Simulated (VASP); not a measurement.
# Ba2Ir (Fd-3m) in VASP: further runs

Runs on Ba2Ir. Level: PBE. Tasks: single point.

Program: VASP 6.6.1. These are calculated values, not measurements. Logs are shortened: lines on timing, memory, paths and dates and some standing lists are left out, and cuts for length are marked.

## 1. The cell of the first run

It takes space group Fd-3m (No. 227, cubic). The conventional cell has a = 8.946 Å, b = 8.946 Å, c = 8.946 Å, α = 90.00°, β = 90.00°, γ = 90.00°. Within 4.2 Å of Ba (site symmetry -3m) lie 6 Ba at 3.16 Å and 6 Ir at 3.71 Å. Ir (site symmetry -43m) has 12 Ba at 3.71 Å and 4 Ir at 3.87 Å within 4.9 Å.

## 2. Single point, PBE

Contents of INCAR:

```
  PREC = Accurate
  ENCUT = 520
  EDIFF = 1E-7
  ISMEAR = 0
  SIGMA = 0.1
  LREAL = F
  LASPH = T
  NELM = 60
  ALGO = Fast
  ISIF = 2
  LWAVE = F
  LCHARG = F
  GGA = PE
  NBANDS = 38
```

Contents of KPOINTS:

```
Automatic mesh
0
Gamma
  4 4 4
```

Contents of POSCAR:

```
Ba2Ir
1.0
    0.0000000000      4.4732381090      4.4732381090
    4.4732381090      0.0000000000      4.4732381090
    4.4732381090      4.4732381090      0.0000000000
Ba Ir
4 2
Direct
    0.6250000000      0.6250000000      0.6250000000
    0.1250000000      0.6250000000      0.6250000000
    0.6250000000      0.6250000000      0.1250000000
    0.6250000000      0.1250000000      0.6250000000
    0.0000000000      0.0000000000      0.0000000000
    0.2500000000      0.2500000000      0.2500000000
```

Potentials or basis: VASP PAW PBE potentials, release 64 (Ba_sv, Ir).

Command:

```bash
$ cat potpaw_PBE.64/Ba_sv/POTCAR potpaw_PBE.64/Ir/POTCAR > POTCAR
$ mpirun -np 1 vasp_std > vasp.out
```

OUTCAR:

```text
PREC = Accurate
   ENCUT = 520
   EDIFF = 1E-7
   ISMEAR = 0
   LREAL = F
   LASPH = T
   NELM = 60
   ISIF = 2
   GGA = PE

 ion  position               nearest neighbor table
   1  0.625  0.625  0.625-   2 3.16   3 3.16   4 3.16   3 3.16   4 3.16   2 3.16   6 3.71   5 3.71
                             6 3.71   5 3.71   6 3.71   5 3.71
   2  0.125  0.625  0.625-   1 3.16   3 3.16   4 3.16   1 3.16   3 3.16   4 3.16   5 3.71   6 3.71
                             5 3.71   5 3.71   6 3.71   6 3.71
   3  0.625  0.625  0.125-   1 3.16   1 3.16   2 3.16   4 3.16   4 3.16   2 3.16   6 3.71   5 3.71
                             6 3.71   5 3.71   6 3.71   5 3.71
   4  0.625  0.125  0.625-   1 3.16   3 3.16   1 3.16   2 3.16   3 3.16   2 3.16   5 3.71   6 3.71
                             5 3.71   6 3.71   6 3.71   5 3.71
   5  0.000  0.000  0.000-   1 3.71   3 3.71   4 3.71   1 3.71   2 3.71   3 3.71   1 3.71   2 3.71
                             4 3.71   2 3.71   3 3.71   4 3.71
   6  0.250  0.250  0.250-   2 3.71   3 3.71   4 3.71   1 3.71   2 3.71   4 3.71   1 3.71   2 3.71
                             3 3.71   1 3.71   3 3.71   4 3.71

  LATTYP: Found a face centered cubic cell.
 ALAT       =     8.9464762180

  Lattice vectors:

 A1 = (   0.0000000000,   4.4732381090,   4.4732381090)
 A2 = (   4.4732381090,   0.0000000000,   4.4732381090)
 A3 = (   4.4732381090,   4.4732381090,   0.0000000000)

Analysis of symmetry for initial positions (statically):
=====================================================================
 Subroutine PRICEL returns:
 Original cell was already a primitive cell.

 Routine SETGRP: Setting up the symmetry group for a
 face centered cubic supercell.

 Subroutine GETGRP returns: Found 48 space group operations
 (whereof 24 operations were pure point group operations)
 out of a pool of 48 trial point group operations.

The static configuration has the point symmetry T_d .
 The point group associated with its full space group is O_h .

Analysis of symmetry for dynamics (positions and initial velocities):
=====================================================================
 Subroutine PRICEL returns:
 Original cell was already a primitive cell.

 Routine SETGRP: Setting up the symmetry group for a
 face centered cubic supercell.

 Subroutine GETGRP returns: Found 48 space group operations
 (whereof 24 operations were pure point group operations)
 out of a pool of 48 trial point group operations.

The dynamic configuration has the point symmetry T_d .
 The point group associated with its full space group is O_h .

 Subroutine INISYM returns: Found 48 space group operations
 (whereof 24 operations are pure point group operations),
 and found     1 'primitive' translations

----------------------------------------------------------------------------------------

                                     Primitive cell

  volume of cell :     179.0177

  direct lattice vectors                    reciprocal lattice vectors
     0.000000000  4.473238109  4.473238109    -0.111775852  0.111775852  0.111775852
     4.473238109  0.000000000  4.473238109     0.111775852 -0.111775852  0.111775852
     4.473238109  4.473238109  0.000000000     0.111775852  0.111775852 -0.111775852

  length of vectors
     6.326114001  6.326114001  6.326114001     0.193601454  0.193601454  0.193601454

  position of ions in fractional coordinates (direct lattice)
     0.625000000  0.625000000  0.625000000
     0.125000000  0.625000000  0.625000000
     0.625000000  0.625000000  0.125000000
     0.625000000  0.125000000  0.625000000
     0.000000000  0.000000000  0.000000000
     0.250000000  0.250000000  0.250000000

  ion indices of the primitive-cell ions
   primitive index   ion index
                 1           1
                 2           2
                 3           3
                 4           4
                 5           5
                 6           6

----------------------------------------------------------------------------------------

 KPOINTS: Automatic mesh

Automatic generation of k-mesh.
 Grid dimensions read from file:
 generate k-points for:    4    4    4

 Generating k-lattice:

  Cartesian coordinates                     Fractional coordinates (reciprocal lattice)
    -0.027943963  0.027943963  0.027943963     0.250000000  0.000000000  0.000000000
     0.027943963 -0.027943963  0.027943963     0.000000000  0.250000000  0.000000000
     0.027943963  0.027943963 -0.027943963     0.000000000  0.000000000  0.250000000

  Length of vectors
     0.048400364  0.048400364  0.048400364

  Shift w.r.t. Gamma in fractional coordinates (k-lattice)
     0.000000000  0.000000000  0.000000000

 Subroutine IBZKPT returns following result:
 ===========================================

 Found      8 irreducible k-points:

 Following reciprocal coordinates:
            Coordinates               Weight
  0.000000  0.000000  0.000000      1.000000
  0.250000  0.000000  0.000000      8.000000
  0.500000  0.000000  0.000000      4.000000
  0.250000  0.250000  0.000000      6.000000
  0.500000  0.250000  0.000000     24.000000
 -0.250000  0.250000  0.000000     12.000000
  0.500000  0.500000  0.000000      3.000000
 -0.250000  0.500000  0.250000      6.000000
   k-points           NKPTS =      8   k-points in BZ     NKDIM =      8   number of bands    NBANDS=     38
   number of dos      NEDOS =    301   number of ions     NIONS =      6
   total plane-waves  NPLWV = 110592
   dimension x,y,z NGX =    48 NGY =   48 NGZ =   48
   dimension x,y,z NGXF=    96 NGYF=   96 NGZF=   96
   ions per type =               4   2
   NGX,Y,Z   is equivalent  to a cutoff of  12.61, 12.61, 12.61 a.u.
   NGXF,Y,Z  is equivalent  to a cutoff of  25.23, 25.23, 25.23 a.u.
 SYSTEM =  unknown system
   PREC   = accura    normal or accurate (medium, high low for compatibility)
   ISTART =      0    job   : 0-new  1-cont  2-samecut
   ICHARG =      2    charge: 1-file 2-atom 10-const
   ISPIN  =      1    spin polarized calculation?
   LNONCOLLINEAR =      F non collinear calculations
   LSORBIT =      F    spin-orbit coupling
   LASPH  =      T    aspherical Exc in radial PAW
   ENCUT  =  520.0 eV  38.22 Ry    6.18 a.u.  11.76 11.76 11.76*2*pi/ulx,y,z
   NELM   =     60;   NELMIN=  2; NELMDL= -5     # of ELM steps
   EDIFF  = 0.1E-06   stopping-criterion for ELM
   LREAL  =      F    real-space projection
   EDIFFG = 0.1E-05   stopping-criterion for IOM
   NSW    =      0    number of steps for IOM
   IBRION =     -1    ionic relax: 0-MD 1-quasi-New 2-CG
   NFREE  =      0    steps in history (QN), initial steepest desc. (CG)
   ISIF   =      2    stress and relaxation
   ISYM   =      2    0-nonsym 1-usesym 2-fastsym
   POTIM  = 0.5000    time-step for ionic-motion
   TEBEG  =    0.0;   TEEND  =   0.0 temperature during run
   PSTRESS=    0.0 pullay stress
   NELECT =      58.0000    total number of electrons
   NUPDOWN=      -1.0000    fix difference up-down
   EMIN   =  10.00;   EMAX   =-10.00  energy-range for DOS
   EFERMI =   0.00;   METHOD = LEGACY
   ISMEAR =     0;   SIGMA  =   0.10  broadening in eV -4-tet -1-fermi 0-gaus
   EFERMI_NEDOS =   21; number of points for ismear=-14 and -15
   IALGO  =     68    algorithm
   IMIX   =      4    mixing-type and parameters
     AMIX     =   0.40;   BMIX     =  1.00
     AMIX_MAG =   1.60;   BMIX_MAG =  1.00
  volume/ion in A,a.u.               =      29.84       201.35
  Fermi-wavevector in a.u.,A,eV,Ry     =   1.124395  2.124798 17.201350  1.264264
  Thomas-Fermi vector in A             =   2.261066
   LORBIT       =      0    0 simple, 1 ext, 2 COOP (PROOUT), +10 PAW based schemes
   GGA     = PE    functional components
   LHFCALC =     F    Hartree Fock is set to
   AEXX    =    0.0000 exact exchange contribution
   IVDW    =     0    specifies the selected vdW correction
   LEPSILON=     F    determine dielectric tensor
   LRPA    =     F    only Hartree local field effects (RPA)
 non-spin polarized calculation
 RMM-DIIS sequential band-by-band and
 Gauss-broadening in eV      SIGMA  =   0.10
  energy-cutoff  :      520.00
  volume of cell :      179.02
 maximum number of plane-waves:      4909
   NGX = 23   NGY = 23   NGZ = 23

 number of electron      57.9999999 magnetization

 Free energy of the ion-electron system (eV)
  ---------------------------------------------------
  ext. energy  EPLUGINS =         0.00000000
  ---------------------------------------------------
  free energy    TOTEN  =       -17.70734641 eV

  energy without entropy =      -17.68857641  energy(sigma->0) =      -17.69796141

 E-fermi :   3.9150     XC(G=0): -10.0471

 val. band max:        3.8023956712   @ k =   0.5000   0.0000   0.0000
 cond. band min:       3.9157103943   @ k =   0.2500   0.0000   0.0000
 fundamental gap:      0.1133147230
 Fermi energy:         3.9149856485

 k-point     1 :       0.0000    0.0000    0.0000
  band No.  band energies     occupation
      1     -25.2433      2.00000
      2     -24.1165      2.00000
      3     -24.1165      2.00000
      4     -24.1165      2.00000
      5     -13.2983      2.00000
      6     -11.0933      2.00000
[... 30 lines left out ...]
     37       4.9886      0.00000
     38       9.0792      0.00000

 k-point     2 :       0.2500    0.0000    0.0000
  band No.  band energies     occupation
      1     -25.1414      2.00000
      2     -24.2574      2.00000
      3     -24.1184      2.00000
      4     -24.1184      2.00000
      5     -12.9355      2.00000
      6     -10.9803      2.00000
[... 30 lines left out ...]
     37       6.1589      0.00000
     38       7.2196      0.00000
[... 203 lines left out ...]
     37       7.5418      0.00000
     38       7.6165      0.00000

 k-point     8 :      -0.2500    0.5000    0.2500
  band No.  band energies     occupation
      1     -24.7285      2.00000
      2     -24.7285      2.00000
      3     -24.1243      2.00000
      4     -24.1243      2.00000
      5     -11.5982      2.00000
      6     -11.5982      2.00000
[... 30 lines left out ...]
     37       6.6044      0.00000
     38       6.6054      0.00000

------------------------ aborting loop because EDIFF is reached ----------------------------------------

  FORCE on cell =-STRESS in cart. coord.  units (eV):
  Direction    XX          YY          ZZ          XY          YZ          ZX
  --------------------------------------------------------------------------------------
  -------------------------------------------------------------------------------------
  Total        4.7101982      4.7101982      4.7101982     -0.0000000      0.0000000      0.0000000
  in kB       42.1554487     42.1554487     42.1554487     -0.0000000      0.0000000      0.0000000
  external PRESSURE =      42.1554487 kB  Pullay stress =       0.0000000 kB

 VOLUME and BASIS-vectors are now :
 -----------------------------------------------------------------------------
  energy-cutoff  :      520.00
  volume of cell :      179.02
      direct lattice vectors                 reciprocal lattice vectors
     0.000000000  4.473238109  4.473238109    -0.111775852  0.111775852  0.111775852
     4.473238109  0.000000000  4.473238109     0.111775852 -0.111775852  0.111775852
     4.473238109  4.473238109  0.000000000     0.111775852  0.111775852 -0.111775852

 POSITION                                       TOTAL-FORCE (eV/Angst)
 -----------------------------------------------------------------------------------
      5.59155      5.59155      5.59155        -0.000000      0.000000     -0.000000
      5.59155      3.35493      3.35493        -0.000000      0.000000     -0.000000
      3.35493      3.35493      5.59155        -0.000000      0.000000     -0.000000
      3.35493      5.59155      3.35493        -0.000000      0.000000     -0.000000
      0.00000      0.00000      0.00000        -0.000000     -0.000000     -0.000000
      2.23662      2.23662      2.23662         0.000000      0.000000      0.000000
 -----------------------------------------------------------------------------------
    total drift:                                0.000000     -0.000000     -0.000000

  FREE ENERGIE OF THE ION-ELECTRON SYSTEM (eV)
  ---------------------------------------------------
  free  energy   TOTEN  =       -17.7073464148 eV

  energy  without entropy=      -17.6885764084  energy(sigma->0) =      -17.69796141
```

Run time: 3.4 min. Hardware: 1 thread of Oxide Virtual Turin-like, shared host; peak memory 0.31 GiB.

Results:

| Quantity | Value |
| --- | --- |
| Free energy | -17.7073 eV |
| Pressure | 4.2 GPa |
| Band gap on the k mesh | zero (bands 29 and 30 overlap by 1.03 eV) |

Caveat: the cell stands under pressure; spin-orbit coupling is left out, which moves the levels of the heavy elements.

## 3. Single point, PBE

This run uses another cell than the first one, of 31.62 Å³/atom.

Contents of INCAR:

```
SYSTEM = Ba2Ir
PREC = Accurate ; ENCUT = 520
EDIFF = 1E-7 ; ISMEAR = 0
SIGMA = 0.1 ; LREAL = .FALSE.
LASPH = .TRUE. ; NELM = 80
ALGO = Fast ; ISIF = 2
LWAVE = .FALSE. ; LCHARG = .TRUE.
GGA = PE ; LELF = .TRUE.
LVHAR = .TRUE. ; NBANDS = 38
```

Contents of KPOINTS:

```
regular mesh
0
G
  8 8 8
  0 0 0
```

Changes to POSCAR since step 2:

```diff
@@ -2,5 +2,5 @@
 1.0
-    0.0000000000      4.4732381090      4.4732381090
-    4.4732381090      0.0000000000      4.4732381090
-    4.4732381090      4.4732381090      0.0000000000
+    0.0000000000      4.5607526407      4.5607526407
+    4.5607526407      0.0000000000      4.5607526407
+    4.5607526407      4.5607526407      0.0000000000
 Ba Ir
```

Potentials or basis: VASP PAW PBE potentials, release 64 (Ba_sv, Ir).

Command:

```bash
$ cat potpaw_PBE.64/Ba_sv/POTCAR potpaw_PBE.64/Ir/POTCAR > POTCAR
$ mpirun -np 1 vasp_std > vasp.out
```

Wall time 11 min (1 thread of Oxide Virtual Turin-like, shared host); peak memory 0.39 GiB.

The run converged. Its results:

```yaml
Free_energy: -17.8850 eV
Pressure: 1.7 GPa
Band_gap_on_the_k_mesh: zero (bands 29 and 30 overlap by 1.00 eV)
```

Levels at points of the mesh, in eV from the Fermi level:
```
           k point  band 25  band 26  band 27  band 28  band 29  band 30  band 31  band 32  band 33  band 34
(0.00, 0.00, 0.00)    -0.75    -0.75    -0.47    -0.47    -0.37    -0.37    -0.37     0.35     0.92     0.92
(0.50, 0.00, 0.00)    -0.77    -0.77    -0.40    -0.40    -0.14     0.47     0.63     0.63     1.09     1.09
(0.50, 0.50, 0.00)    -0.65    -0.65    -0.29    -0.29     0.19     0.19     1.34     1.34     1.45     1.45
```

Caveat: spin-orbit coupling is left out, which moves the levels of the heavy elements.

The gap in the log of VASP goes by the Fermi energy; the results here count the filled bands.